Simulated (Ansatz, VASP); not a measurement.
# One calculation of Eu, two programs

Contents of INCAR:

```
PREC = Accurate
ENCUT = 520
EDIFF = 1E-6
ISMEAR = 1
SIGMA = 0.6
LREAL = F
LASPH = T
NELM = 150
ALGO = Normal
ISIF = 2
LWAVE = F
LCHARG = F
ISPIN = 2
MAGMOM = 7.02
LORBIT = 11
LMAXMIX = 6
GGA = PE
NBANDS = 18
```

Contents of KPOINTS:

```
regular mesh
0
Gamma
  10 10 10
```

Contents of POSCAR:

```
Eu
1.0
   -2.1939508085      2.1939508085      2.1939508085
    2.1939508085     -2.1939508085      2.1939508085
    2.1939508085      2.1939508085     -2.1939508085
Eu
1
Direct
    0.0000000000      0.0000000000      0.0000000000
```

Input for Ansatz:

```yaml
crystal:
  lattice:
    - [-2.1939508085, 2.1939508085, 2.1939508085]
    - [2.1939508085, -2.1939508085, 2.1939508085]
    - [2.1939508085, 2.1939508085, -2.1939508085]
  atoms:
    - { symbol: Eu, position: [0.0, 0.0, 0.0], spin: 7.02 }
hamiltonian:
  xc: pbe
  pseudopotentials:
    kind: paw
    azcp:
      Eu: "pseudopotentials/Eu.paw.azcp"
basis:
  ecutwfc: 420
  fft_grid_basis: typed
kpoints:
  mp_grid: { grid: [10, 10, 10], shift: [0, 0, 0] }
magnetization:
  spin_polarized: true
scf:
  occupations: { method: methfessel_paxton, width: 0.6 }
  lower_state_search: "off"
output:
  stress: true
```

Alike in both runs: task single point; functional PBE; k mesh 10 × 10 × 10; occupations methfessel-paxton of order 1, width 0.6 eV; collinear spin.

|  | VASP | Ansatz |
| --- | --- | --- |
| version | VASP 6.6.1 | Ansatz 0.2.0 |
| potentials or method | VASP PAW PBE potentials, release 64 (Eu), cutoff 520 eV | plane waves (420 eV) with PAW, scalar-relativistic |
| valence electrons in the cell | 17 | 17 |

|  | VASP | Ansatz | Ansatz less VASP |
| --- | --- | --- | --- |
| pressure (GPa) | -0.4 | -0.1 | +0.28 |
| net moment per atom (μB) | 7.38 | 7.39 | +0.016 |
| size of the moment on the site where the two differ most (μB) | 6.69 | 7.07 | +0.384 |

Site moments also hang on the region over which each program counts them. Ansatz's warnings: stability check not made.

Spin-orbit coupling is off throughout.
